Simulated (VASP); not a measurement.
# Zr3TaZn (Pm-3m) in VASP: further runs

Zr3TaZn is run at these levels: PBE; tasks: single point.

All numbers are computed with VASP 6.6.1; they aren't measurements. Logs are shortened: lines on timing, memory, paths and dates and some standing lists are left out, and cuts for length are marked.

## Step 1: The cell of the first run

Symmetry: Pm-3m, No. 221, cubic system. The conventional cell has a = 4.907 Å, b = 4.907 Å, c = 4.907 Å, α = 90.00°, β = 90.00°, γ = 90.00°. Within 3.2 Å of Zr (site symmetry 4/mmm) lie 2 Zn at 2.45 Å. Ta (site symmetry m-3m) has 12 Zr at 3.47 Å and 8 Zn at 4.25 Å within 4.6 Å. Zn (site symmetry m-3m) has 6 Zr at 2.45 Å within 3.2 Å.

The cell was built from a structure type or drawn by symmetry, and may not be a known phase.

## Step 2: Single point, PBE, collinear spin

INCAR reads:

```
PREC = Accurate
ENCUT = 520
EDIFF = 1E-7
ISMEAR = 0
SIGMA = 0.1
LREAL = F
LASPH = T
NELM = 150
ALGO = Normal
ISIF = 2
LWAVE = F
LCHARG = T
ISPIN = 2
MAGMOM = 0 0 0 0.65 0
LORBIT = 11
LMAXMIX = 4
GGA = PE
LELF = T
LVHAR = T
NBANDS = 42
```

KPOINTS reads:

```
Automatic mesh
0
Gamma
  8 8 8
```

POSCAR reads:

```
Zr3TaZn
1.0
    4.9069206362      0.0000000000      0.0000000000
    0.0000000000      4.9069206362      0.0000000000
    0.0000000000      0.0000000000      4.9069206362
Zr Ta Zn
3 1 1
Direct
    0.0000000000      0.5000000000      0.5000000000
    0.5000000000      0.0000000000      0.5000000000
    0.5000000000      0.5000000000      0.0000000000
    0.0000000000      0.0000000000      0.0000000000
    0.5000000000      0.5000000000      0.5000000000
```

Potentials or basis: VASP PAW PBE potentials, release 64 (Zr_sv, Ta_pv, Zn).

Command:

```console
> cat potpaw_PBE.64/Zr_sv/POTCAR potpaw_PBE.64/Ta_pv/POTCAR potpaw_PBE.64/Zn/POTCAR > POTCAR
> mpirun -np 1 vasp_std > vasp.out
```

OUTCAR:

```text
PREC = Accurate
   ENCUT = 520
   EDIFF = 1E-7
   ISMEAR = 0
   LREAL = F
   LASPH = T
   NELM = 150
   ISIF = 2
   ISPIN = 2
   LORBIT = 11
   GGA = PE

 ion  position               nearest neighbor table
   1  0.000  0.500  0.500-   5 2.45   5 2.45   4 3.47   2 3.47   3 3.47   4 3.47   2 3.47   4 3.47
                             4 3.47   2 3.47   3 3.47   3 3.47   3 3.47   2 3.47
   2  0.500  0.000  0.500-   5 2.45   5 2.45   4 3.47   1 3.47   3 3.47   4 3.47   1 3.47   3 3.47
                             3 3.47   3 3.47   1 3.47   4 3.47   4 3.47   1 3.47
   3  0.500  0.500  0.000-   5 2.45   5 2.45   4 3.47   1 3.47   1 3.47   2 3.47   2 3.47   2 3.47
                             4 3.47   2 3.47   1 3.47   4 3.47   1 3.47   4 3.47
   4  0.000  0.000  0.000-   1 3.47   2 3.47   3 3.47   1 3.47   2 3.47   1 3.47   3 3.47   1 3.47
                             2 3.47   3 3.47   2 3.47   3 3.47
   5  0.500  0.500  0.500-   1 2.45   2 2.45   3 2.45   3 2.45   2 2.45   1 2.45

  LATTYP: Found a simple cubic cell.
 ALAT       =     4.9069206362

  Lattice vectors:

 A1 = (   4.9069206362,   0.0000000000,   0.0000000000)
 A2 = (   0.0000000000,   4.9069206362,   0.0000000000)
 A3 = (   0.0000000000,   0.0000000000,   4.9069206362)

Analysis of symmetry for initial positions (statically):
=====================================================================
 Subroutine PRICEL returns:
 Original cell was already a primitive cell.

 Routine SETGRP: Setting up the symmetry group for a
 simple cubic supercell.

 Subroutine GETGRP returns: Found 48 space group operations
 (whereof 48 operations were pure point group operations)
 out of a pool of 48 trial point group operations.

The static configuration has the point symmetry O_h .

Analysis of symmetry for dynamics (positions and initial velocities):
=====================================================================
 Subroutine PRICEL returns:
 Original cell was already a primitive cell.

 Routine SETGRP: Setting up the symmetry group for a
 simple cubic supercell.

 Subroutine GETGRP returns: Found 48 space group operations
 (whereof 48 operations were pure point group operations)
 out of a pool of 48 trial point group operations.

The dynamic configuration has the point symmetry O_h .

Analysis of structural, dynamic, and magnetic symmetry:
=====================================================================
 Subroutine PRICEL returns:
 Original cell was already a primitive cell.

 Routine SETGRP: Setting up the symmetry group for a
 simple cubic supercell.

 Subroutine GETGRP returns: Found 48 space group operations
 (whereof 48 operations were pure point group operations)
 out of a pool of 48 trial point group operations.

The overall configuration has the point symmetry O_h .

 Subroutine INISYM returns: Found 48 space group operations
 (whereof 48 operations are pure point group operations),
 and found     1 'primitive' translations

----------------------------------------------------------------------------------------

                                     Primitive cell

  volume of cell :     118.1482

  direct lattice vectors                    reciprocal lattice vectors
     4.906920636  0.000000000  0.000000000     0.203793799  0.000000000  0.000000000
     0.000000000  4.906920636  0.000000000     0.000000000  0.203793799  0.000000000
     0.000000000  0.000000000  4.906920636     0.000000000  0.000000000  0.203793799

  length of vectors
     4.906920636  4.906920636  4.906920636     0.203793799  0.203793799  0.203793799

  position of ions in fractional coordinates (direct lattice)
     0.000000000  0.500000000  0.500000000
     0.500000000  0.000000000  0.500000000
     0.500000000  0.500000000  0.000000000
     0.000000000  0.000000000  0.000000000
     0.500000000  0.500000000  0.500000000

  ion indices of the primitive-cell ions
   primitive index   ion index
                 1           1
                 2           2
                 3           3
                 4           4
                 5           5

----------------------------------------------------------------------------------------

 KPOINTS: Automatic mesh

Automatic generation of k-mesh.
 Grid dimensions read from file:
 generate k-points for:    8    8    8

 Generating k-lattice:

[... 43 lines left out ...]
   k-points           NKPTS =     35   k-points in BZ     NKDIM =     35   number of bands    NBANDS=     42
   number of dos      NEDOS =    301   number of ions     NIONS =      5
   total plane-waves  NPLWV =  46656
   dimension x,y,z NGX =    36 NGY =   36 NGZ =   36
   dimension x,y,z NGXF=    72 NGYF=   72 NGZF=   72
   ions per type =               3   1   1
   NGX,Y,Z   is equivalent  to a cutoff of  12.20, 12.20, 12.20 a.u.
   NGXF,Y,Z  is equivalent  to a cutoff of  24.39, 24.39, 24.39 a.u.
 SYSTEM =  unknown system
   PREC   = accura    normal or accurate (medium, high low for compatibility)
   ISTART =      0    job   : 0-new  1-cont  2-samecut
   ICHARG =      2    charge: 1-file 2-atom 10-const
   ISPIN  =      2    spin polarized calculation?
   LNONCOLLINEAR =      F non collinear calculations
   LSORBIT =      F    spin-orbit coupling
   LASPH  =      T    aspherical Exc in radial PAW
   ENCUT  =  520.0 eV  38.22 Ry    6.18 a.u.   9.12  9.12  9.12*2*pi/ulx,y,z
   NELM   =    150;   NELMIN=  2; NELMDL= -5     # of ELM steps
   EDIFF  = 0.1E-06   stopping-criterion for ELM
   LREAL  =      F    real-space projection
   EDIFFG = 0.1E-05   stopping-criterion for IOM
   NSW    =      0    number of steps for IOM
   IBRION =     -1    ionic relax: 0-MD 1-quasi-New 2-CG
   NFREE  =      0    steps in history (QN), initial steepest desc. (CG)
   ISIF   =      2    stress and relaxation
   ISYM   =      2    0-nonsym 1-usesym 2-fastsym
   POTIM  = 0.5000    time-step for ionic-motion
   TEBEG  =    0.0;   TEEND  =   0.0 temperature during run
   PSTRESS=    0.0 pullay stress
   NELECT =      59.0000    total number of electrons
   NUPDOWN=      -1.0000    fix difference up-down
   EMIN   =  10.00;   EMAX   =-10.00  energy-range for DOS
   EFERMI =   0.00;   METHOD = LEGACY
   ISMEAR =     0;   SIGMA  =   0.10  broadening in eV -4-tet -1-fermi 0-gaus
   EFERMI_NEDOS =   21; number of points for ismear=-14 and -15
   IALGO  =     38    algorithm
   IMIX   =      4    mixing-type and parameters
     AMIX     =   0.40;   BMIX     =  1.00
     AMIX_MAG =   1.60;   BMIX_MAG =  1.00
  volume/ion in A,a.u.               =      23.63       159.46
  Fermi-wavevector in a.u.,A,eV,Ry     =   1.298822  2.454419 22.952210  1.686940
  Thomas-Fermi vector in A             =   2.430126
   LORBIT       =     11    0 simple, 1 ext, 2 COOP (PROOUT), +10 PAW based schemes
   GGA     = PE    functional components
   LHFCALC =     F    Hartree Fock is set to
   AEXX    =    0.0000 exact exchange contribution
   IVDW    =     0    specifies the selected vdW correction
   LEPSILON=     F    determine dielectric tensor
   LRPA    =     F    only Hartree local field effects (RPA)
 spin polarized calculation
 Gauss-broadening in eV      SIGMA  =   0.10
  energy-cutoff  :      520.00
  volume of cell :      118.15
 maximum number of plane-waves:      3197
   NGX = 19   NGY = 19   NGZ = 19

 number of electron      58.9999994 magnetization       0.0001186

 number of electron      58.9999994 magnetization      -0.0001841

 Free energy of the ion-electron system (eV)
  ---------------------------------------------------
  ext. energy  EPLUGINS =         0.00000000
  ---------------------------------------------------
  free energy    TOTEN  =       -33.94018336 eV

  energy without entropy =      -33.88738674  energy(sigma->0) =      -33.91378505

 E-fermi :   5.9349     XC(G=0): -10.7289

 val. band max:        5.9311181696   @ k =   0.2500   0.2500   0.1250
 cond. band min:       5.9414548886   @ k =   0.5000   0.3750   0.2500
 fundamental gap:      0.0103367190
 Fermi energy:         5.9349446635

 spin component 1

 k-point     1 :       0.0000    0.0000    0.0000
  band No.  band energies     occupation
      1     -42.8493      1.00000
      2     -42.7953      1.00000
      3     -42.7953      1.00000
      4     -28.8464      1.00000
      5     -28.8464      1.00000
      6     -28.8464      1.00000
[... 1045 lines left out ...]
     40       9.0974      0.00000
     41       9.9619      0.00000

 [... further k-points ...]

 spin component 2

 k-point     1 :       0.0000    0.0000    0.0000
  band No.  band energies     occupation
      1     -42.8493      1.00000
      2     -42.7953      1.00000
      3     -42.7953      1.00000
      4     -28.8465      1.00000
      5     -28.8465      1.00000
      6     -28.8465      1.00000
[... 1045 lines left out ...]
     40       9.0974      0.00000
     41       9.9619      0.00000

 [... further k-points ...]

 [bands above 41 left out]

------------------------ aborting loop because EDIFF is reached ----------------------------------------

  FORCE on cell =-STRESS in cart. coord.  units (eV):
  Direction    XX          YY          ZZ          XY          YZ          ZX
  --------------------------------------------------------------------------------------
  -------------------------------------------------------------------------------------
  Total        0.0608716      0.0608716      0.0608716     -0.0000000     -0.0000000     -0.0000000
  in kB        0.8254647      0.8254647      0.8254647     -0.0000000     -0.0000000     -0.0000000
  external PRESSURE =       0.8254647 kB  Pullay stress =       0.0000000 kB

 VOLUME and BASIS-vectors are now :
 -----------------------------------------------------------------------------
  energy-cutoff  :      520.00
  volume of cell :      118.15
      direct lattice vectors                 reciprocal lattice vectors
     4.906920636  0.000000000  0.000000000     0.203793799  0.000000000  0.000000000
     0.000000000  4.906920636  0.000000000     0.000000000  0.203793799  0.000000000
     0.000000000  0.000000000  4.906920636     0.000000000  0.000000000  0.203793799

 POSITION                                       TOTAL-FORCE (eV/Angst)
 -----------------------------------------------------------------------------------
      0.00000      2.45346      2.45346         0.000000      0.000000      0.000000
      2.45346      0.00000      2.45346         0.000000      0.000000      0.000000
      2.45346      2.45346      0.00000         0.000000      0.000000      0.000000
      0.00000      0.00000      0.00000         0.000000      0.000000      0.000000
      2.45346      2.45346      2.45346         0.000000      0.000000      0.000000
 -----------------------------------------------------------------------------------
    total drift:                                0.000000      0.000000      0.000000

  FREE ENERGIE OF THE ION-ELECTRON SYSTEM (eV)
  ---------------------------------------------------
  free  energy   TOTEN  =       -33.9401833570 eV

  energy  without entropy=      -33.8873867418  energy(sigma->0) =      -33.91378505

 total charge

# of ion       s       p       d       tot
------------------------------------------
    1        2.198   5.973   1.580   9.751
    2        2.198   5.973   1.580   9.751
    3        2.198   5.973   1.580   9.751
    4        0.333   6.050   2.059   8.442
    5        0.886   0.812   9.697  11.396
--------------------------------------------------
tot          7.812  24.781  16.496  49.089

 magnetization (x)

# of ion       s       p       d       tot
------------------------------------------
    1        0.000  -0.000   0.000   0.000
    2        0.000  -0.000   0.000   0.000
    3        0.000  -0.000   0.000   0.000
    4       -0.000  -0.000  -0.000  -0.000
    5        0.000  -0.000  -0.000  -0.000
--------------------------------------------------
tot          0.000  -0.000  -0.000  -0.000
```

Run time: 4.3 min. Hardware: 1 thread of Intel Xeon 6975P-C (Granite Rapids), shared host; peak memory 0.42 GiB.

What came out:

* Free energy: -33.9402 eV
* Pressure: 0.1 GPa
* Net moment: 0.00 μB per cell
* Valence electrons inside the program's atomic spheres: Zr 9.75; Ta 8.44; Zn 11.40

Levels at points of the mesh, in eV from the Fermi level:
Spin up:
| k point | band 26 | band 27 | band 28 | band 29 | band 30 | band 31 | band 32 | band 33 | band 34 | band 35 |
| --- | --- | --- | --- | --- | --- | --- | --- | --- | --- | --- |
| (0.00, 0.00, 0.00) | -1.28 | -1.28 | 0.96 | 0.96 | 0.96 | 1.01 | 1.01 | 1.01 | 2.66 | 2.66 |
| (0.50, 0.00, 0.00) | -0.89 | -0.71 | -0.54 | -0.18 | -0.15 | -0.15 | 0.96 | 1.31 | 1.48 | 1.48 |
| (0.50, 0.50, 0.00) | -0.62 | -0.39 | -0.39 | -0.26 | -0.26 | -0.21 | -0.07 | 1.17 | 1.17 | 1.26 |
| (0.50, 0.50, 0.50) | -0.21 | -0.21 | -0.21 | 0.49 | 0.49 | 0.49 | 0.62 | 0.62 | 0.93 | 0.93 |
Spin down:
| k point | band 27 | band 28 | band 29 | band 30 | band 31 | band 32 | band 33 | band 34 |
| --- | --- | --- | --- | --- | --- | --- | --- | --- |
| (0.00, 0.00, 0.00) | -1.28 | 0.96 | 0.96 | 0.96 | 1.01 | 1.01 | 1.01 | 2.66 |
| (0.50, 0.00, 0.00) | -0.71 | -0.54 | -0.18 | -0.15 | -0.15 | 0.96 | 1.31 | 1.48 |
| (0.50, 0.50, 0.00) | -0.39 | -0.39 | -0.26 | -0.26 | -0.21 | -0.07 | 1.17 | 1.17 |
| (0.50, 0.50, 0.50) | -0.21 | -0.21 | 0.49 | 0.49 | 0.49 | 0.62 | 0.62 | 0.93 |

Caveat: spin-orbit coupling is left out, which moves the levels of the heavy elements.

## Step 3: Single point, PBE

This run uses another cell than the first one, of 10.85 Å³/atom.

INCAR reads:

```
SYSTEM = Zr3TaZn
PREC = Accurate
ENCUT = 520
EDIFF = 1E-7
ISMEAR = 0
SIGMA = 0.1
LREAL = .False.
LASPH = .True.
NELM = 60
ALGO = Normal
ISIF = 2
LWAVE = .False.
LCHARG = .True.
GGA = PE
LELF = .True.
LVHAR = .True.
NBANDS = 38
```

KPOINTS reads:

```
Automatic mesh
0
Gamma
  4 4 4
  0 0 0
```

POSCAR: that of step 2 with these lines changed.

```diff
@@ -2,5 +2,5 @@
 1.0
-    4.9069206362      0.0000000000      0.0000000000
-    0.0000000000      4.9069206362      0.0000000000
-    0.0000000000      0.0000000000      4.9069206362
+    3.7859077200      0.0000000000      0.0000000000
+    0.0000000000      3.7859077200      0.0000000000
+    0.0000000000      0.0000000000      3.7859077200
 Zr Ta Zn
```

Potentials or basis: VASP PAW PBE potentials, release 64 (Zr_sv, Ta_pv, Zn).

Command:

```console
> cat potpaw_PBE.64/Zr_sv/POTCAR potpaw_PBE.64/Ta_pv/POTCAR potpaw_PBE.64/Zn/POTCAR > POTCAR
> mpirun -np 1 vasp_std > vasp.out
```

It took 26 s on 1 thread of Intel Xeon Platinum 8259CL at 2.50GHz (Skylake/Cascade Lake), shared host; peak memory 0.16 GiB.

Results (log left out):

```yaml
Free_energy: 1.2798 eV
Pressure: 328.4 GPa
Band_gap_on_the_k_mesh: zero (an odd number of electrons rules out a gap without spin polarisation)
```

Levels at points of the mesh, in eV from the Fermi level:
```
           k point  band 27  band 28  band 29  band 30  band 31  band 32
(0.00, 0.00, 0.00)    -4.49     0.65     0.65     0.65     5.38     5.38
(0.50, 0.00, 0.00)    -1.65    -1.65    -0.81    -0.60    -0.60     1.61
(0.50, 0.50, 0.00)    -1.09    -0.90    -0.90    -0.90    -0.88    -0.88
(0.50, 0.50, 0.50)    -1.93    -0.45    -0.45    -0.45    -0.23    -0.23
```

Caveat: the k points lie up to 0.41 Å⁻¹ apart, too coarse for converged energies and pressures of a metal; atoms lie so close that the PAW spheres overlap strongly, which falsifies energies and pressures; spin-orbit coupling is left out, which moves the levels of the heavy elements.

(Part 1 of 2 ends here.)
